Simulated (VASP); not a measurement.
# Ge2Sb2Te (P6/mmm) in VASP: a series of runs

Runs on Ge2Sb2Te. Level: PBE. Tasks: single point.

All numbers are computed with VASP 6.6.1; they aren't measurements. Logs are shortened: lines on timing, memory, paths and dates and some standing lists are left out, and cuts for length are marked.

## 1. The cell of the first run

The structure is hexagonal, space group P6/mmm (No. 191). Conventional cell: a = 5.170 Å, b = 5.170 Å, c = 6.114 Å, α = 90.00°, β = 90.00°, γ = 120.00°. Within 3.9 Å of Ge (site symmetry -6m2) lie 3 Ge at 2.98 Å and 3 Te at 2.98 Å and 2 Sb at 3.06 Å. Within 3.9 Å of Sb (site symmetry -6m2) lie 3 Sb at 2.98 Å and 2 Ge at 3.06 Å. Within 3.9 Å of Te (site symmetry 6/mmm) lie 6 Ge at 2.98 Å.

The cell was generated, and may not be a known phase.

## 2. Single point, PBE

Input file INCAR:

```
SYSTEM = Ge2Sb2Te
PREC = Accurate
ENCUT = 520
EDIFF = 1E-6
ISMEAR = 0
SIGMA = 0.1
LREAL = .False.
LASPH = .True.
NELM = 60
ALGO = Normal
ISIF = 2
LWAVE = .False.
LCHARG = .False.
GGA = PE
NBANDS = 30
```

Input file KPOINTS:

```
regular mesh
0
Gamma
  6 6 2
  0 0 0
```

Input file POSCAR:

```
Ge2Sb2Te
1.0
    5.1698294509     -0.0000000033      0.0000000000
   -2.5849147226      4.4772036393      0.0000000000
    0.0000000000      0.0000000000      6.1143643812
Ge Sb Te
2 2 1
Direct
    0.3333333333      0.6666666667      0.5000000000
    0.6666666667      0.3333333333      0.5000000000
    0.3333333333      0.6666666667      0.0000000000
    0.6666666667      0.3333333333      0.0000000000
    0.0000000000      0.0000000000      0.5000000000
```

Potentials or basis: VASP PAW PBE potentials, release 64 (Ge_d, Sb, Te).

The run is started by

```sh
> cat potpaw_PBE.64/Ge_d/POTCAR potpaw_PBE.64/Sb/POTCAR potpaw_PBE.64/Te/POTCAR > POTCAR
> mpirun -np 1 vasp_std > vasp.out
```

OUTCAR:

```text
SYSTEM = Ge2Sb2Te
   PREC = Accurate
   ENCUT = 520
   EDIFF = 1E-6
   ISMEAR = 0
   LREAL = .False.
   LASPH = .True.
   NELM = 60
   ISIF = 2
   GGA = PE

 ion  position               nearest neighbor table
   1  0.333  0.667  0.500-   5 2.98   5 2.98   5 2.98   3 3.06   3 3.06
   2  0.667  0.333  0.500-   5 2.98   5 2.98   5 2.98   4 3.06   4 3.06
   3  0.333  0.667  0.000-   4 2.98   4 2.98   4 2.98   1 3.06   1 3.06
   4  0.667  0.333  0.000-   3 2.98   3 2.98   3 2.98   2 3.06   2 3.06
   5  0.000  0.000  0.500-   1 2.98   2 2.98   1 2.98   2 2.98   2 2.98   1 2.98

  LATTYP: Found a hexagonal cell.
 ALAT       =     5.1698294509
 C/A-ratio  =     1.1827013713

  Lattice vectors:

 A1 = (   5.1698294509,  -0.0000000033,   0.0000000000)
 A2 = (  -2.5849147226,   4.4772036393,   0.0000000000)
 A3 = (   0.0000000000,   0.0000000000,   6.1143643812)

Analysis of symmetry for initial positions (statically):
=====================================================================
 Subroutine PRICEL returns:
 Original cell was already a primitive cell.

 Routine SETGRP: Setting up the symmetry group for a
 hexagonal supercell.

 Subroutine GETGRP returns: Found 24 space group operations
 (whereof 24 operations were pure point group operations)
 out of a pool of 24 trial point group operations.

The static configuration has the point symmetry D_6h.

Analysis of symmetry for dynamics (positions and initial velocities):
=====================================================================
 Subroutine PRICEL returns:
 Original cell was already a primitive cell.

 Routine SETGRP: Setting up the symmetry group for a
 hexagonal supercell.

 Subroutine GETGRP returns: Found 24 space group operations
 (whereof 24 operations were pure point group operations)
 out of a pool of 24 trial point group operations.

The dynamic configuration has the point symmetry D_6h.

 Subroutine INISYM returns: Found 24 space group operations
 (whereof 24 operations are pure point group operations),
 and found     1 'primitive' translations

----------------------------------------------------------------------------------------

                                     Primitive cell

  volume of cell :     141.5254

  direct lattice vectors                    reciprocal lattice vectors
     5.169829451 -0.000000003  0.000000000     0.193429979  0.111676850  0.000000000
    -2.584914723  4.477203639  0.000000000     0.000000000  0.223353700  0.000000000
     0.000000000  0.000000000  6.114364381     0.000000000  0.000000000  0.163549298

  length of vectors
     5.169829451  5.169829451  6.114364381     0.223353700  0.223353700  0.163549298

  position of ions in fractional coordinates (direct lattice)
     0.333333333  0.666666667  0.500000000
     0.666666667  0.333333333  0.500000000
     0.333333333  0.666666667  0.000000000
     0.666666667  0.333333333  0.000000000
     0.000000000  0.000000000  0.500000000

  ion indices of the primitive-cell ions
   primitive index   ion index
                 1           1
                 2           2
                 3           3
                 4           4
                 5           5

----------------------------------------------------------------------------------------

 KPOINTS: regular mesh

Automatic generation of k-mesh.
 Grid dimensions read from file:
 generate k-points for:    6    6    2

 Generating k-lattice:

  Cartesian coordinates                     Fractional coordinates (reciprocal lattice)
     0.032238330  0.018612808  0.000000000     0.166666667 -0.000000000  0.000000000
     0.000000000  0.037225617  0.000000000     0.000000000  0.166666667  0.000000000
     0.000000000  0.000000000  0.081774649     0.000000000  0.000000000  0.500000000

  Length of vectors
     0.037225617  0.037225617  0.081774649

  Shift w.r.t. Gamma in fractional coordinates (k-lattice)
     0.000000000  0.000000000  0.000000000

 Subroutine IBZKPT returns following result:
 ===========================================

 Found     14 irreducible k-points:

 Following reciprocal coordinates:
            Coordinates               Weight
  0.000000  0.000000  0.000000      1.000000
  0.166667  0.000000  0.000000      6.000000
  0.333333  0.000000  0.000000      6.000000
  0.500000  0.000000  0.000000      3.000000
  0.166667  0.166667  0.000000      6.000000
  0.333333  0.166667  0.000000     12.000000
  0.333333  0.333333  0.000000      2.000000
  0.000000  0.000000  0.500000      1.000000
  0.166667  0.000000  0.500000      6.000000
  0.333333  0.000000  0.500000      6.000000
  0.500000  0.000000  0.500000      3.000000
  0.166667  0.166667  0.500000      6.000000
  0.333333  0.166667  0.500000     12.000000
  0.333333  0.333333  0.500000      2.000000
   k-points           NKPTS =     14   k-points in BZ     NKDIM =     14   number of bands    NBANDS=     30
   number of dos      NEDOS =    301   number of ions     NIONS =      5
   total plane-waves  NPLWV =  76800
   dimension x,y,z NGX =    40 NGY =   40 NGZ =   48
   dimension x,y,z NGXF=    80 NGYF=   80 NGZF=   96
   ions per type =               2   2   1
   NGX,Y,Z   is equivalent  to a cutoff of  12.86, 12.86, 13.05 a.u.
   NGXF,Y,Z  is equivalent  to a cutoff of  25.73, 25.73, 26.10 a.u.
 SYSTEM =  Ge2Sb2Te
   PREC   = accura    normal or accurate (medium, high low for compatibility)
   ISTART =      0    job   : 0-new  1-cont  2-samecut
   ICHARG =      2    charge: 1-file 2-atom 10-const
   ISPIN  =      1    spin polarized calculation?
   LNONCOLLINEAR =      F non collinear calculations
   LSORBIT =      F    spin-orbit coupling
   LASPH  =      T    aspherical Exc in radial PAW
   ENCUT  =  520.0 eV  38.22 Ry    6.18 a.u.   9.61  9.61 11.37*2*pi/ulx,y,z
   NELM   =     60;   NELMIN=  2; NELMDL= -5     # of ELM steps
   EDIFF  = 0.1E-05   stopping-criterion for ELM
   LREAL  =      F    real-space projection
   EDIFFG = 0.1E-04   stopping-criterion for IOM
   NSW    =      0    number of steps for IOM
   IBRION =     -1    ionic relax: 0-MD 1-quasi-New 2-CG
   NFREE  =      0    steps in history (QN), initial steepest desc. (CG)
   ISIF   =      2    stress and relaxation
   ISYM   =      2    0-nonsym 1-usesym 2-fastsym
   POTIM  = 0.5000    time-step for ionic-motion
   TEBEG  =    0.0;   TEEND  =   0.0 temperature during run
   PSTRESS=    0.0 pullay stress
   NELECT =      44.0000    total number of electrons
   NUPDOWN=      -1.0000    fix difference up-down
   EMIN   =  10.00;   EMAX   =-10.00  energy-range for DOS
   EFERMI =   0.00;   METHOD = LEGACY
   ISMEAR =     0;   SIGMA  =   0.10  broadening in eV -4-tet -1-fermi 0-gaus
   EFERMI_NEDOS =   21; number of points for ismear=-14 and -15
   IALGO  =     38    algorithm
   IMIX   =      4    mixing-type and parameters
     AMIX     =   0.40;   BMIX     =  1.00
     AMIX_MAG =   1.60;   BMIX_MAG =  1.00
  volume/ion in A,a.u.               =      28.31       191.01
  Fermi-wavevector in a.u.,A,eV,Ry     =   1.109041  2.095784 16.734784  1.229972
  Thomas-Fermi vector in A             =   2.245576
   LORBIT       =      0    0 simple, 1 ext, 2 COOP (PROOUT), +10 PAW based schemes
   GGA     = PE    functional components
   LHFCALC =     F    Hartree Fock is set to
   AEXX    =    0.0000 exact exchange contribution
   IVDW    =     0    specifies the selected vdW correction
   LEPSILON=     F    determine dielectric tensor
   LRPA    =     F    only Hartree local field effects (RPA)
 non-spin polarized calculation
 Gauss-broadening in eV      SIGMA  =   0.10
  energy-cutoff  :      520.00
  volume of cell :      141.53
 maximum number of plane-waves:      3839
 NGX is ok and might be reduce to    40
   NGX = 19   NGY = 19   NGZ = 23

 number of electron      44.0000008 magnetization

 Free energy of the ion-electron system (eV)
  ---------------------------------------------------
  ext. energy  EPLUGINS =         0.00000000
  ---------------------------------------------------
  free energy    TOTEN  =       -19.09738120 eV

  energy without entropy =      -19.08203062  energy(sigma->0) =      -19.08970591

 E-fermi :   5.9920     XC(G=0):  -9.5835

 val. band max:        5.9123823592   @ k =   0.1667   0.1667   0.5000
 cond. band min:       6.0289720372   @ k =   0.3333   0.1667   0.5000
 fundamental gap:      0.1165896780
 Fermi energy:         5.9920146257

 k-point     1 :       0.0000    0.0000    0.0000
  band No.  band energies     occupation
      1     -19.0407      2.00000
      2     -19.0407      2.00000
      3     -19.0191      2.00000
      4     -19.0156      2.00000
      5     -19.0156      2.00000
      6     -19.0072      2.00000
[... 22 lines left out ...]
     29      10.7562      0.00000
     30      10.8057      0.00000

 k-point     2 :       0.1667    0.0000    0.0000
  band No.  band energies     occupation
      1     -19.0465      2.00000
      2     -19.0450      2.00000
      3     -19.0238      2.00000
      4     -19.0094      2.00000
      5     -19.0077      2.00000
      6     -19.0062      2.00000
[... 22 lines left out ...]
     29      10.8148      0.00000
     30      11.4417      0.00000

 k-point     3 :       0.3333    0.0000    0.0000
  band No.  band energies     occupation
      1     -19.0543      2.00000
      2     -19.0522      2.00000
      3     -19.0251      2.00000
      4     -19.0085      2.00000
      5     -19.0039      2.00000
      6     -19.0009      2.00000
[... 22 lines left out ...]
     29      10.4153      0.00000
     30      10.8603      0.00000

 k-point     4 :       0.5000    0.0000    0.0000
  band No.  band energies     occupation
      1     -19.0574      2.00000
      2     -19.0552      2.00000
      3     -19.0252      2.00000
      4     -19.0089      2.00000
      5     -19.0024      2.00000
      6     -18.9974      2.00000
[... 22 lines left out ...]
     29      10.6076      0.00000
     30      10.8014      0.00000

 k-point     5 :       0.1667    0.1667    0.0000
  band No.  band energies     occupation
      1     -19.0558      2.00000
      2     -19.0460      2.00000
      3     -19.0269      2.00000
      4     -19.0085      2.00000
      5     -19.0043      2.00000
      6     -19.0012      2.00000
[... 22 lines left out ...]
     29      10.6233      0.00000
     30      10.6542      0.00000

 k-point     6 :       0.3333    0.1667    0.0000
  band No.  band energies     occupation
      1     -19.0629      2.00000
      2     -19.0466      2.00000
      3     -19.0293      2.00000
      4     -19.0093      2.00000
      5     -19.0014      2.00000
      6     -18.9949      2.00000
[... 22 lines left out ...]
     29      10.7968      0.00000
     30      11.3007      0.00000

 k-point     7 :       0.3333    0.3333    0.0000
  band No.  band energies     occupation
      1     -19.0667      2.00000
      2     -19.0378      2.00000
      3     -19.0378      2.00000
      4     -19.0099      2.00000
      5     -18.9972      2.00000
      6     -18.9972      2.00000
[... 22 lines left out ...]
     29      11.2847      0.00000
     30      11.3017      0.00000

 k-point     8 :       0.0000    0.0000    0.5000
  band No.  band energies     occupation
      1     -19.0407      2.00000
      2     -19.0407      2.00000
      3     -19.0191      2.00000
      4     -19.0156      2.00000
      5     -19.0156      2.00000
      6     -19.0073      2.00000
[... 22 lines left out ...]
     29      12.7513      0.00000
     30      13.2656      0.00000

 k-point     9 :       0.1667    0.0000    0.5000
  band No.  band energies     occupation
      1     -19.0465      2.00000
      2     -19.0450      2.00000
      3     -19.0239      2.00000
      4     -19.0095      2.00000
      5     -19.0077      2.00000
      6     -19.0063      2.00000
[... 22 lines left out ...]
     29      11.6655      0.00000
     30      12.4417      0.00000

 k-point    10 :       0.3333    0.0000    0.5000
  band No.  band energies     occupation
      1     -19.0543      2.00000
      2     -19.0522      2.00000
      3     -19.0251      2.00000
      4     -19.0086      2.00000
      5     -19.0040      2.00000
      6     -19.0009      2.00000
[... 22 lines left out ...]
     29       9.0929      0.00000
     30      10.7036      0.00000

 k-point    11 :       0.5000    0.0000    0.5000
  band No.  band energies     occupation
      1     -19.0574      2.00000
      2     -19.0552      2.00000
      3     -19.0252      2.00000
      4     -19.0090      2.00000
      5     -19.0024      2.00000
      6     -18.9974      2.00000
[... 22 lines left out ...]
     29       9.7128      0.00000
     30       9.7965      0.00000

 k-point    12 :       0.1667    0.1667    0.5000
  band No.  band energies     occupation
      1     -19.0558      2.00000
      2     -19.0460      2.00000
      3     -19.0269      2.00000
      4     -19.0085      2.00000
      5     -19.0043      2.00000
      6     -19.0012      2.00000
[... 22 lines left out ...]
     29       9.4670      0.00000
     30      11.9233      0.00000

 k-point    13 :       0.3333    0.1667    0.5000
  band No.  band energies     occupation
      1     -19.0629      2.00000
      2     -19.0466      2.00000
      3     -19.0293      2.00000
      4     -19.0094      2.00000
      5     -19.0014      2.00000
      6     -18.9949      2.00000
[... 22 lines left out ...]
     29      10.3734      0.00000
     30      10.4640      0.00000

 k-point    14 :       0.3333    0.3333    0.5000
  band No.  band energies     occupation
      1     -19.0667      2.00000
      2     -19.0378      2.00000
      3     -19.0378      2.00000
      4     -19.0100      2.00000
      5     -18.9973      2.00000
      6     -18.9973      2.00000
[... 22 lines left out ...]
     29      10.6456      0.00000
     30      11.0156      0.00000

------------------------ aborting loop because EDIFF is reached ----------------------------------------

  FORCE on cell =-STRESS in cart. coord.  units (eV):
  Direction    XX          YY          ZZ          XY          YZ          ZX
  --------------------------------------------------------------------------------------
  -------------------------------------------------------------------------------------
  Total        0.0510978      0.0510978     -0.0074822     -0.0000000     -0.0000000      0.0000000
  in kB        0.5784667      0.5784667     -0.0847047     -0.0000000     -0.0000000      0.0000000
  external PRESSURE =       0.3574096 kB  Pullay stress =       0.0000000 kB

 VOLUME and BASIS-vectors are now :
 -----------------------------------------------------------------------------
  energy-cutoff  :      520.00
  volume of cell :      141.53
      direct lattice vectors                 reciprocal lattice vectors
     5.169829451 -0.000000003  0.000000000     0.193429979  0.111676850  0.000000000
    -2.584914723  4.477203639  0.000000000     0.000000000  0.223353700  0.000000000
     0.000000000  0.000000000  6.114364381     0.000000000  0.000000000  0.163549298

 POSITION                                       TOTAL-FORCE (eV/Angst)
 -----------------------------------------------------------------------------------
      0.00000      2.98480      3.05718        -0.000000      0.000000     -0.000000
      2.58491      1.49240      3.05718         0.000000     -0.000000     -0.000000
      0.00000      2.98480      0.00000         0.000000     -0.000000      0.000000
      2.58491      1.49240      0.00000         0.000000     -0.000000     -0.000000
      0.00000      0.00000      3.05718         0.000000     -0.000000     -0.000000
 -----------------------------------------------------------------------------------
    total drift:                               -0.000000      0.000000      0.000000

  FREE ENERGIE OF THE ION-ELECTRON SYSTEM (eV)
  ---------------------------------------------------
  free  energy   TOTEN  =       -19.0973812017 eV

  energy  without entropy=      -19.0820306240  energy(sigma->0) =      -19.08970591
```

It took 58 s on 1 thread of AMD EPYC 7R13 (Zen 3), shared host; peak memory 0.26 GiB.

What came out:

```
Free energy            : -19.0974 eV
Pressure               : 0.0 GPa
Band gap on the k mesh : zero (bands 22 and 23 overlap by 1.82 eV)
```

Caveat: the k points lie up to 0.51 Å⁻¹ apart, too coarse for converged energies and pressures of a metal; spin-orbit coupling is left out, which moves the levels of the heavy elements.

## 3. Single point, PBE

This run uses another cell than the first one, of 29.49 Å³/atom.

Input file INCAR:

```
  ALGO = Normal
  EDIFF = 1E-6
  ENCUT = 520
  GGA = PE
  ISIF = 2
  ISMEAR = 0
  LASPH = T
  LCHARG = T
  LELF = T
  LREAL = F
  LVHAR = T
  LWAVE = F
  NBANDS = 30
  NELM = 100
  PREC = Accurate
  SIGMA = 0.1
```

Input file KPOINTS:

```
k-points
0
Gamma
  6 6 2
```

Input file POSCAR:

```
Ge2Sb2Te
1.0
    4.5881034100      0.0000000000      0.0000000000
   -2.2940517000      3.9734141000      0.0000000000
    0.0000000000      0.0000000000      8.0881954400
Ge Sb Te
2 2 1
Direct
    0.3333333300      0.6666666700      0.5000000000
    0.6666666700      0.3333333300      0.5000000000
    0.3333333300      0.6666666700      0.0000000000
    0.6666666700      0.3333333300      0.0000000000
    0.0000000000      0.0000000000      0.5000000000
```

Potentials or basis: VASP PAW PBE potentials, release 64 (Ge_d, Sb, Te).

The run is started by

```sh
> cat potpaw_PBE.64/Ge_d/POTCAR potpaw_PBE.64/Sb/POTCAR potpaw_PBE.64/Te/POTCAR > POTCAR
> mpirun -np 1 vasp_std > vasp.out
```

Wall time 76 s (1 thread of AMD EPYC 7R13 (Zen 3), shared host); peak memory 0.26 GiB.

The run converged. Its results:

- Free energy: -15.4404 eV
- Pressure: 17.1 GPa
- Band gap on the k mesh: zero (bands 22 and 23 overlap by 3.22 eV)

Stress tensor (GPa, compression positive):
```
27.20  0.00  0.00
 0.00 27.20  0.00
 0.00  0.00 -3.09
```

Levels at points of the mesh, in eV from the Fermi level:
| k point | band 18 | band 19 | band 20 | band 21 | band 22 | band 23 | band 24 | band 25 | band 26 | band 27 |
| --- | --- | --- | --- | --- | --- | --- | --- | --- | --- | --- |
| (0.00, 0.00, 0.00) | -4.02 | -3.25 | -3.25 | -2.93 | -2.93 | -2.46 | 1.41 | 1.41 | 2.03 | 2.14 |
| (0.50, 0.00, 0.00) | -3.15 | -2.82 | -1.26 | -0.33 | -0.05 | 1.85 | 2.01 | 2.73 | 3.44 | 3.88 |
| (0.00, 0.00, 0.50) | -4.20 | -3.44 | -3.16 | -3.16 | -3.04 | -3.04 | 1.38 | 1.38 | 1.83 | 3.00 |
| (0.50, 0.00, 0.50) | -2.99 | -1.91 | -1.52 | -1.21 | -0.36 | 1.42 | 1.91 | 2.77 | 3.44 | 3.89 |

Caveat: the k points lie up to 0.39 Å⁻¹ apart, too coarse for converged energies and pressures of a metal; spin-orbit coupling is left out, which moves the levels of the heavy elements.

The gap in the log of VASP goes by the Fermi energy; the results here count the filled bands.